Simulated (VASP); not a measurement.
Input of a VASP 6.6.1 run:

Contents of INCAR:

```
ALGO     = Normal         # electronic algorithm
EDIFF    = 1E-7           # SCF threshold, eV
ENCUT    = 520            # plane-wave cutoff, eV
GGA      = PE             # functional
ISIF     = 2              # what is computed and relaxed
ISMEAR   = 0              # smearing method
LASPH    = True           # aspherical terms in the spheres
LCHARG   = True           # write CHGCAR
LELF     = True           # ELF
LREAL    = False          # projectors in reciprocal space
LVHAR    = True         
LWAVE    = False          # write WAVECAR
NBANDS   = 34             # bands
NELM     = 80             # most SCF steps
PREC     = Accurate       # precision mode
SIGMA    = 0.1            # smearing width, eV
```

KPOINTS

```
k-points
0
Gamma
  4 4 6
```

POSCAR

```
Al4FeCo3
1.0
    5.7084663000      0.0000000000      0.0000000000
    0.0000000000      5.7084663000      0.0000000000
    0.0000000000      0.0000000000      2.8574821000
Al Fe Co
4 1 3
Direct
    0.7475010000      0.7475010000      0.0000000000
    0.7475010000      0.2524990000      0.0000000000
    0.2524990000      0.7475010000      0.0000000000
    0.2524990000      0.2524990000      0.0000000000
    0.5000000000      0.5000000000      0.5000000000
    0.5000000000      0.0000000000      0.5000000000
    0.0000000000      0.5000000000      0.5000000000
    0.0000000000      0.0000000000      0.5000000000
```

Potentials or basis: VASP PAW PBE potentials, release 64 (Al, Fe, Co).

The run is started by

```sh
$ cat potpaw_PBE.64/Al/POTCAR potpaw_PBE.64/Fe/POTCAR potpaw_PBE.64/Co/POTCAR > POTCAR
$ mpirun -np 1 vasp_std > vasp.out
```

**Question.** What does it give for the band gap on the k mesh?

**Answer.** Zero (an odd number of electrons rules out a gap without spin polarisation).

**Question.** What does it give for the largest force?

**Answer.** 0.017 eV/Å.

Forces on the atoms (eV/Å):
```
Al  -0.012 -0.012  0.000
Al  -0.012  0.012  0.000
Al   0.012 -0.012  0.000
Al   0.012  0.012  0.000
Fe   0.000  0.000  0.000
Co   0.000  0.000  0.000
Co   0.000  0.000  0.000
Co   0.000  0.000  0.000
```

Caveat: the k points lie up to 0.37 Å⁻¹ apart, too coarse for converged energies and pressures of a metal; the run has no spin polarisation, though such a crystal can be magnetic. Spin polarisation is off, so any magnetic state and its effect on volume and gap are missing.
